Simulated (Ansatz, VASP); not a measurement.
**BiTe: VASP beside Ansatz**

```xyz
2
Lattice="0.0000 3.2374 3.2374 3.2374 0.0000 3.2374 3.2374 3.2374 0.0000" Properties=species:S:1:pos:R:3 pbc="T T T"
Bi    0.0000    0.0000    0.0000
Te    3.2374    3.2374    3.2374
```

Alike in both runs: functional r2SCAN; k mesh 9 × 9 × 9; occupations fermi-dirac, width 0.1 eV; no spin polarisation.

Ansatz relaxed the structure, and its values are those at the end. VASP's run is a single point on that final structure, the one shown.

```csv
,VASP,Ansatz
version,VASP 6.6.1,Ansatz 0.2.0
potentials or method,"VASP PAW PBE potentials, release 64 (Bi_d, Te), cutoff 520 eV",PAW plane waves
valence electrons in the cell,21,31
```

|  | VASP | Ansatz | Ansatz less VASP |
| --- | --- | --- | --- |
| gap on the k mesh at the Fermi level (eV) | none | none | - |
| pressure (GPa) | -0.1 | 0.0 | +0.06 |

VASP's potentials were made for PBE, not for r2SCAN. A gap of «none» marks a metal or a gap that the smearing closes. VASP's potentials hold 21 valence electrons a cell and Ansatz's 31, so a difference there can come from the potentials and not from the codes.

Spin-orbit coupling is off throughout.
